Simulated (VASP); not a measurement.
# Sn3PbS4 (P4/mmm) in VASP: single point with PBE

Aim: the single point of Sn3PbS4 with PBE.

All numbers are computed with VASP 6.6.1; they aren't measurements. Logs are shortened: lines on timing, memory, paths and dates and some standing lists are left out, and cuts for length are marked.

**1. The cell of the first run**

Symmetry: P4/mmm, No. 123, tetragonal system. Conventional cell: a = 4.167 Å, b = 4.167 Å, c = 11.784 Å, α = 90.00°, β = 90.00°, γ = 90.00°. Sn (site symmetry 4mm) has 6 S at 2.92 to 2.97 Å within 3.8 Å. Within 3.8 Å of Sn (site symmetry 4/mmm) lie 6 S at 2.89 to 2.95 Å. Pb (site symmetry 4/mmm) has 6 S at 2.95 to 3.00 Å within 3.9 Å. S (site symmetry 4/mmm) has 6 Sn at 2.92 to 2.95 Å within 3.8 Å. S (site symmetry 4mm) has 5 Sn at 2.89 to 2.95 Å and 1 Pb at 3.00 Å within 3.8 Å. Within 3.9 Å of S (site symmetry 4/mmm) lie 4 Pb at 2.95 Å and 2 Sn at 2.97 Å.

**2. Single point, PBE**

Input file INCAR:

```
SYSTEM = Sn3PbS4
ALGO = Normal ; EDIFF = 1E-7
ENCUT = 520 ; GGA = PE
ISIF = 2 ; ISMEAR = 0
LASPH = .True. ; LCHARG = .False.
LREAL = .False. ; LWAVE = .False.
NBANDS = 50 ; NELM = 80
PREC = Accurate ; SIGMA = 0.01
```

Input file KPOINTS:

```
k-points
0
Gamma
  8 8 4
  0 0 0
```

Input file POSCAR:

```
Sn3PbS4
1.0
    4.1669309000      0.0000000000      0.0000000000
    0.0000000000      4.1669309000      0.0000000000
    0.0000000000      0.0000000000     11.7844536000
Sn Pb S
3 1 4
Direct
    0.0000000000      0.0000000000      0.7520100000
    0.5000000000      0.5000000000      0.0000000000
    0.0000000000      0.0000000000      0.2479900000
    0.5000000000      0.5000000000      0.5000000000
    0.0000000000      0.0000000000      0.0000000000
    0.5000000000      0.5000000000      0.2456530000
    0.0000000000      0.0000000000      0.5000000000
    0.5000000000      0.5000000000      0.7543470000
```

Potentials or basis: VASP PAW PBE potentials, release 64 (Sn_d, Pb_d, S).

Command:

```bash
$ cat potpaw_PBE.64/Sn_d/POTCAR potpaw_PBE.64/Pb_d/POTCAR potpaw_PBE.64/S/POTCAR > POTCAR
$ mpirun -np 1 vasp_std > vasp.out
```

OUTCAR:

```text
SYSTEM = Sn3PbS4
   EDIFF = 1E-7
   ENCUT = 520
   GGA = PE
   ISIF = 2
   ISMEAR = 0
   LASPH = .True.
   LREAL = .False.
   NELM = 80
   PREC = Accurate

 ion  position               nearest neighbor table
   1  0.000  0.000  0.752-   5 2.92   8 2.95   8 2.95   8 2.95   8 2.95   7 2.97
   2  0.500  0.500  0.000-   6 2.89   8 2.89   5 2.95   5 2.95   5 2.95   5 2.95
   3  0.000  0.000  0.248-   5 2.92   6 2.95   6 2.95   6 2.95   6 2.95   7 2.97
   4  0.500  0.500  0.500-   7 2.95   7 2.95   7 2.95   7 2.95   8 3.00   6 3.00
   5  0.000  0.000  0.000-   1 2.92   3 2.92   2 2.95   2 2.95   2 2.95   2 2.95
   6  0.500  0.500  0.246-   2 2.89   3 2.95   3 2.95   3 2.95   3 2.95   4 3.00
   7  0.000  0.000  0.500-   4 2.95   4 2.95   4 2.95   4 2.95   1 2.97   3 2.97
   8  0.500  0.500  0.754-   2 2.89   1 2.95   1 2.95   1 2.95   1 2.95   4 3.00

  LATTYP: Found a simple tetragonal cell.
 ALAT       =     4.1669309000
 C/A-ratio  =     2.8280895179

  Lattice vectors:

 A1 = (   4.1669309000,   0.0000000000,   0.0000000000)
 A2 = (   0.0000000000,   4.1669309000,   0.0000000000)
 A3 = (   0.0000000000,   0.0000000000,  11.7844536000)

Analysis of symmetry for initial positions (statically):
=====================================================================
 Subroutine PRICEL returns:
 Original cell was already a primitive cell.

 Routine SETGRP: Setting up the symmetry group for a
 simple tetragonal supercell.

 Subroutine GETGRP returns: Found 16 space group operations
 (whereof 16 operations were pure point group operations)
 out of a pool of 16 trial point group operations.

The static configuration has the point symmetry D_4h.

Analysis of symmetry for dynamics (positions and initial velocities):
=====================================================================
 Subroutine PRICEL returns:
 Original cell was already a primitive cell.

 Routine SETGRP: Setting up the symmetry group for a
 simple tetragonal supercell.

 Subroutine GETGRP returns: Found 16 space group operations
 (whereof 16 operations were pure point group operations)
 out of a pool of 16 trial point group operations.

The dynamic configuration has the point symmetry D_4h.

 Subroutine INISYM returns: Found 16 space group operations
 (whereof 16 operations are pure point group operations),
 and found     1 'primitive' translations

----------------------------------------------------------------------------------------

                                     Primitive cell

  volume of cell :     204.6172

  direct lattice vectors                    reciprocal lattice vectors
     4.166930900  0.000000000  0.000000000     0.239984781  0.000000000  0.000000000
     0.000000000  4.166930900  0.000000000     0.000000000  0.239984781  0.000000000
     0.000000000  0.000000000 11.784453600     0.000000000  0.000000000  0.084857562

  length of vectors
     4.166930900  4.166930900 11.784453600     0.239984781  0.239984781  0.084857562

  position of ions in fractional coordinates (direct lattice)
     0.000000000  0.000000000  0.752010000
     0.500000000  0.500000000  0.000000000
     0.000000000  0.000000000  0.247990000
     0.500000000  0.500000000  0.500000000
     0.000000000  0.000000000  0.000000000
     0.500000000  0.500000000  0.245653000
     0.000000000  0.000000000  0.500000000
     0.500000000  0.500000000  0.754347000

  ion indices of the primitive-cell ions
   primitive index   ion index
                 1           1
                 2           2
                 3           3
                 4           4
                 5           5
                 6           6
                 7           7
                 8           8

----------------------------------------------------------------------------------------

 KPOINTS: k-points

Automatic generation of k-mesh.
 Grid dimensions read from file:
 generate k-points for:    8    8    4

 Generating k-lattice:

  Cartesian coordinates                     Fractional coordinates (reciprocal lattice)
     0.029998098  0.000000000  0.000000000     0.125000000  0.000000000  0.000000000
     0.000000000  0.029998098  0.000000000     0.000000000  0.125000000  0.000000000
     0.000000000  0.000000000  0.021214390     0.000000000  0.000000000  0.250000000

  Length of vectors
     0.029998098  0.029998098  0.021214390

  Shift w.r.t. Gamma in fractional coordinates (k-lattice)
     0.000000000  0.000000000  0.000000000

 Subroutine IBZKPT returns following result:
 ===========================================

 Found     45 irreducible k-points:

 Following reciprocal coordinates:
            Coordinates               Weight
  0.000000  0.000000  0.000000      1.000000
  0.125000  0.000000  0.000000      4.000000
  0.250000  0.000000  0.000000      4.000000
  0.375000  0.000000  0.000000      4.000000
  0.500000  0.000000  0.000000      2.000000
  0.125000  0.125000  0.000000      4.000000
[... 16 lines left out ...]
  0.375000  0.125000  0.250000     16.000000
  0.500000  0.125000  0.250000      8.000000
 [... further k-points ...]
   k-points           NKPTS =     45   k-points in BZ     NKDIM =     45   number of bands    NBANDS=     50
   number of dos      NEDOS =    301   number of ions     NIONS =      8
   total plane-waves  NPLWV =  92160
   dimension x,y,z NGX =    32 NGY =   32 NGZ =   90
   dimension x,y,z NGXF=    64 NGYF=   64 NGZF=  180
   ions per type =               3   1   4
   NGX,Y,Z   is equivalent  to a cutoff of  12.77, 12.77, 12.70 a.u.
   NGXF,Y,Z  is equivalent  to a cutoff of  25.53, 25.53, 25.39 a.u.
 SYSTEM =  Sn3PbS4
   PREC   = accura    normal or accurate (medium, high low for compatibility)
   ISTART =      0    job   : 0-new  1-cont  2-samecut
   ICHARG =      2    charge: 1-file 2-atom 10-const
   ISPIN  =      1    spin polarized calculation?
   LNONCOLLINEAR =      F non collinear calculations
   LSORBIT =      F    spin-orbit coupling
   LASPH  =      T    aspherical Exc in radial PAW
   ENCUT  =  520.0 eV  38.22 Ry    6.18 a.u.   7.75  7.75 21.91*2*pi/ulx,y,z
   NELM   =     80;   NELMIN=  2; NELMDL= -5     # of ELM steps
   EDIFF  = 0.1E-06   stopping-criterion for ELM
   LREAL  =      F    real-space projection
   EDIFFG = 0.1E-05   stopping-criterion for IOM
   NSW    =      0    number of steps for IOM
   IBRION =     -1    ionic relax: 0-MD 1-quasi-New 2-CG
   NFREE  =      0    steps in history (QN), initial steepest desc. (CG)
   ISIF   =      2    stress and relaxation
   ISYM   =      2    0-nonsym 1-usesym 2-fastsym
   POTIM  = 0.5000    time-step for ionic-motion
   TEBEG  =    0.0;   TEEND  =   0.0 temperature during run
   PSTRESS=    0.0 pullay stress
   NELECT =      80.0000    total number of electrons
   NUPDOWN=      -1.0000    fix difference up-down
   EMIN   =  10.00;   EMAX   =-10.00  energy-range for DOS
   EFERMI =   0.00;   METHOD = LEGACY
   ISMEAR =     0;   SIGMA  =   0.01  broadening in eV -4-tet -1-fermi 0-gaus
   EFERMI_NEDOS =   21; number of points for ismear=-14 and -15
   IALGO  =     38    algorithm
   IMIX   =      4    mixing-type and parameters
     AMIX     =   0.40;   BMIX     =  1.00
     AMIX_MAG =   1.60;   BMIX_MAG =  1.00
  volume/ion in A,a.u.               =      25.58       172.60
  Fermi-wavevector in a.u.,A,eV,Ry     =   1.197083  2.262158 19.497243  1.433007
  Thomas-Fermi vector in A             =   2.333007
   LORBIT       =      0    0 simple, 1 ext, 2 COOP (PROOUT), +10 PAW based schemes
   GGA     = PE    functional components
   LHFCALC =     F    Hartree Fock is set to
   AEXX    =    0.0000 exact exchange contribution
   IVDW    =     0    specifies the selected vdW correction
   LEPSILON=     F    determine dielectric tensor
   LRPA    =     F    only Hartree local field effects (RPA)
 non-spin polarized calculation
 Gauss-broadening in eV      SIGMA  =   0.01
  energy-cutoff  :      520.00
  volume of cell :      204.62
 maximum number of plane-waves:      5540
 NGX is ok and might be reduce to    32
   NGX = 15   NGY = 15   NGZ = 43

 number of electron      79.9999973 magnetization

 Free energy of the ion-electron system (eV)
  ---------------------------------------------------
  ext. energy  EPLUGINS =         0.00000000
  ---------------------------------------------------
  free energy    TOTEN  =       -35.07243244 eV

  energy without entropy =      -35.07243244  energy(sigma->0) =      -35.07243244

 E-fermi :   6.2785     XC(G=0):  -9.6434

 val. band max:        6.2041293767   @ k =   0.5000   0.0000   0.0000
 cond. band min:       6.3189720806   @ k =   0.5000   0.0000   0.0000
 fundamental gap:      0.1148427038
 Fermi energy:         6.2784594331

 k-point     1 :       0.0000    0.0000    0.0000
  band No.  band energies     occupation
      1     -15.5692      2.00000
      2     -15.5661      2.00000
      3     -15.5658      2.00000
      4     -15.5627      2.00000
      5     -15.5520      2.00000
      6     -15.5520      2.00000
[... 42 lines left out ...]
     49      10.5818      0.00000
     50      10.8877      0.00000

 k-point     2 :       0.1250    0.0000    0.0000
  band No.  band energies     occupation
      1     -15.5678      2.00000
      2     -15.5644      2.00000
      3     -15.5639      2.00000
      4     -15.5610      2.00000
      5     -15.5525      2.00000
      6     -15.5518      2.00000
[... 42 lines left out ...]
     49      10.2991      0.00000
     50      10.5537      0.00000

 k-point     3 :       0.2500    0.0000    0.0000
  band No.  band energies     occupation
      1     -15.5657      2.00000
      2     -15.5630      2.00000
      3     -15.5572      2.00000
      4     -15.5554      2.00000
      5     -15.5533      2.00000
      6     -15.5531      2.00000
[... 42 lines left out ...]
     49       9.1748      0.00000
     50       9.8321      0.00000

 k-point     4 :       0.3750    0.0000    0.0000
  band No.  band energies     occupation
      1     -15.5640      2.00000
      2     -15.5621      2.00000
      3     -15.5554      2.00000
      4     -15.5552      2.00000
      5     -15.5546      2.00000
      6     -15.5542      2.00000
[... 999 lines left out ...]
 k-point    23 :       0.3750    0.1250    0.2500
  band No.  band energies     occupation
      1     -15.5618      2.00000
      2     -15.5600      2.00000
      3     -15.5574      2.00000
      4     -15.5571      2.00000
      5     -15.5549      2.00000
      6     -15.5548      2.00000
[... 42 lines left out ...]
     49       9.4848      0.00000
     50       9.6119      0.00000

 k-point    24 :       0.5000    0.1250    0.2500
  band No.  band energies     occupation
      1     -15.5611      2.00000
      2     -15.5595      2.00000
      3     -15.5590      2.00000
      4     -15.5586      2.00000
      5     -15.5556      2.00000
      6     -15.5553      2.00000
[... 42 lines left out ...]
     49       8.8888      0.00000
     50       9.0645      0.00000

 [... further k-points ...]
[... 5 lines left out ...]
  --------------------------------------------------------------------------------------
  -------------------------------------------------------------------------------------
  Total       -0.1242960     -0.1242960     -0.1314810      0.0000000      0.0000000      0.0000000
  in kB       -0.9732525     -0.9732525     -1.0295125      0.0000000      0.0000000      0.0000000
  external PRESSURE =      -0.9920058 kB  Pullay stress =       0.0000000 kB

 VOLUME and BASIS-vectors are now :
 -----------------------------------------------------------------------------
  energy-cutoff  :      520.00
  volume of cell :      204.62
      direct lattice vectors                 reciprocal lattice vectors
     4.166930900  0.000000000  0.000000000     0.239984781  0.000000000  0.000000000
     0.000000000  4.166930900  0.000000000     0.000000000  0.239984781  0.000000000
     0.000000000  0.000000000 11.784453600     0.000000000  0.000000000  0.084857562

 POSITION                                       TOTAL-FORCE (eV/Angst)
 -----------------------------------------------------------------------------------
      0.00000      0.00000      8.86203         0.000000     -0.000000     -0.001448
      2.08347      2.08347      0.00000         0.000000     -0.000000      0.000000
      0.00000      0.00000      2.92243        -0.000000     -0.000000      0.001448
      2.08347      2.08347      5.89223         0.000000     -0.000000      0.000000
      0.00000      0.00000      0.00000         0.000000     -0.000000      0.000000
      2.08347      2.08347      2.89489        -0.000000      0.000000     -0.004602
      0.00000      0.00000      5.89223         0.000000     -0.000000      0.000000
      2.08347      2.08347      8.88957         0.000000      0.000000      0.004602
 -----------------------------------------------------------------------------------
    total drift:                                0.000000     -0.000000     -0.000000

  FREE ENERGIE OF THE ION-ELECTRON SYSTEM (eV)
  ---------------------------------------------------
  free  energy   TOTEN  =       -35.0724324423 eV

  energy  without entropy=      -35.0724324423  energy(sigma->0) =      -35.07243244
```

Wall time 4 min (1 thread of Intel Xeon 6975P-C (Granite Rapids), shared host); peak memory 0.54 GiB.

What came out:

| Quantity | Value |
| --- | --- |
| Free energy | -35.0724 eV |
| Pressure | -0.1 GPa |
| Largest force | 0.005 eV/Å |
| Band gap on the k mesh | 0.11 eV, direct |

Forces on the atoms (eV/Å):
```
Sn   0.000  0.000 -0.001
Sn   0.000  0.000  0.000
Sn   0.000  0.000  0.001
Pb   0.000  0.000  0.000
S    0.000  0.000  0.000
S    0.000  0.000 -0.005
S    0.000  0.000  0.000
S    0.000  0.000  0.005
```

Caveat: spin-orbit coupling is left out, which moves the levels of the heavy elements. A k mesh can miss the band edges.
